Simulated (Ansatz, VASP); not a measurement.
**Two plane-wave programs on BN**

POSCAR

```
BN
1.0
    0.0000000000      1.8048254497      1.8048254497
    1.8048254497      0.0000000000      1.8048254497
    1.8048254497      1.8048254497      0.0000000000
B N
1 1
Direct
    0.0000000000      0.0000000000      0.0000000000
    0.2500000000      0.2500000000      0.2500000000
```

INCAR.step1

```
ALGO = Normal
EDIFF = 1E-4
ENCUT = 520
GGA = PE
ISMEAR = 0
LASPH = T
LCHARG = F
LREAL = F
LWAVE = T
NBANDS = 11
NELM = 60
PREC = Accurate
SIGMA = 0.01
```

INCAR.step2

```
ALGO = Normal
EDIFF = 1E-6
ENCUT = 520
ISIF = 2
ISMEAR = 0
ISTART = 1
LASPH = T
LCHARG = F
LMIXTAU = T
LREAL = F
LWAVE = F
METAGGA = R2SCAN
NBANDS = 11
NELM = 60
PREC = Accurate
SIGMA = 0.01
```

File KPOINTS:

```
k-points
0
Gamma
  8 8 8
```

Input for Ansatz:

```yaml
crystal:
  lattice:
    - [0.0, 1.8048254497, 1.8048254497]
    - [1.8048254497, 0.0, 1.8048254497]
    - [1.8048254497, 1.8048254497, 0.0]
  atoms:
    - { symbol: B, position: [0.0, 0.0, 0.0] }
    - { symbol: "N", position: [0.25, 0.25, 0.25] }
kpoints:
  mp_grid: { grid: [8, 8, 8] }
hamiltonian:
  xc: r2scan
scf:
  occupations: { method: fixed }
  n_extra_bands: 4
output:
  forces: true
  stress: true
  eigenvalues: true
  write_density: true
  write_potential: true
  elf: true
  volumetric_format: npy
```

Alike in both runs: task single point; functional r2SCAN; k mesh 8 × 8 × 8; no spin polarisation.

```csv
,VASP,Ansatz
version,VASP 6.6.1,Ansatz 0.2.0
potentials or method,"VASP PAW PBE potentials, release 64 (B, N)","plane waves, PAW"
plane-wave cutoff (eV),520,500
occupations,"gaussian, width 0.01 eV",fixed
valence electrons in the cell,8,8
```

Ansatz gave:

* gap on the k mesh at the Fermi level (eV): 5.00
* pressure (GPa): 0.0

Task: Estimate VASP's values.

Result: gap on the k mesh at the Fermi level (eV): 4.98; pressure (GPa): 1.1.

VASP's potentials were made for PBE, not for r2SCAN.
